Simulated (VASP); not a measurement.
Crystal: BAs.

```
As B
1.0
     0.00000    2.38850    2.38850
     2.38850    0.00000    2.38850
     2.38850    2.38850    0.00000
As B
1 1
Direct
  0.75000 0.75000 0.75000
  0.00000 0.00000 0.00000
```

Base run:

```yaml
Program: VASP 6.6.1
Functional: PBE-based global hybrid with 25 % exact exchange
Potentials_or_basis: VASP PAW PBE potentials, release 64 (As, B)
Cutoff: 520 eV
k_mesh: 6 × 6 × 6
Occupations: fermi-dirac, width 0.05 eV
Spin: no spin polarisation
```

Its results: band gap on the k mesh 2.65 eV (least direct gap 4.82 eV); pressure -0.7 GPa.

**Question.** The run is repeated on the same cell with these changes: functional from PBE-based global hybrid with 25 % exact exchange to PBE-based global hybrid with 15 % exact exchange; share of exact exchange from 0.25 to 0.15. What comes out?

**Answer.** Band gap on the k mesh 2.09 eV (least direct gap 4.19 eV); pressure 0.9 GPa.

Caveats: the PAW data sets were made with another functional, which shifts forces and pressure a little.

A k mesh can miss the band edges.
